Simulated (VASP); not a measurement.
Set up this calculation in VASP 6.6.1, as the native input.

```
Task                   : single point
Functional             : PBE
Potentials or basis    : VASP PAW PBE potentials, release 64 (Mo_sv, C)
Cutoff                 : 520 eV
k mesh                 : 6 × 6 × 1
Occupations            : gaussian, width 0.1 eV
Spin                   : no spin polarisation
Dipole correction      : yes
Further INCAR settings : ALGO = Normal; EDIFF = 1e-07; NBANDS = 53
```

The structure of Mo6C lies in POSCAR:

```
Mo6C
1.0
    4.4695765307      0.0000000000      0.0000000000
   -2.2347882654      3.8707668198      0.0000000000
    0.0000000000      0.0000000000     19.7595667302
Mo C
6 1
Direct
    0.6666666667      0.3333333333      0.2024335885
    0.3333333333      0.6666666667      0.2486060831
    0.0000000000      0.0000000000      0.2947785778
    0.6666666667      0.3333333333      0.3368821123
    0.3333333333      0.6666666667      0.3779725567
    0.0000000000      0.0000000000      0.4180034331
    0.6666666667      0.2222222222      0.4353604031
```

These files were run (other wordings do the same):

INCAR

```
PREC = Accurate
ENCUT = 520
EDIFF = 1E-7
ISMEAR = 0
SIGMA = 0.1
LREAL = F
LASPH = T
NELM = 100
ALGO = Normal
ISIF = 2
LWAVE = F
LCHARG = F
LDIPOL = T
IDIPOL = 3
DIPOL = 0.5 0.5 0.331
GGA = PE
NBANDS = 53
```

KPOINTS

```
Automatic mesh
0
Gamma
  6 6 1
```

Potentials or basis: VASP PAW PBE potentials, release 64 (Mo_sv, C).

Run with:

```console
$ cat potpaw_PBE.64/Mo_sv/POTCAR potpaw_PBE.64/C/POTCAR > POTCAR
$ mpirun -np 1 vasp_std > vasp.out
```

It gave:

```json
{"Largest force": "1.878 eV/Å", "Band gap on the k mesh": "zero (band 44 reaches 0.74 eV, above the bottom of band 45 at 0.69 eV)"}
```

Run time: 17 min on 1 thread of Intel Xeon 6975P-C, on a shared host, peak memory 0.63 GiB.
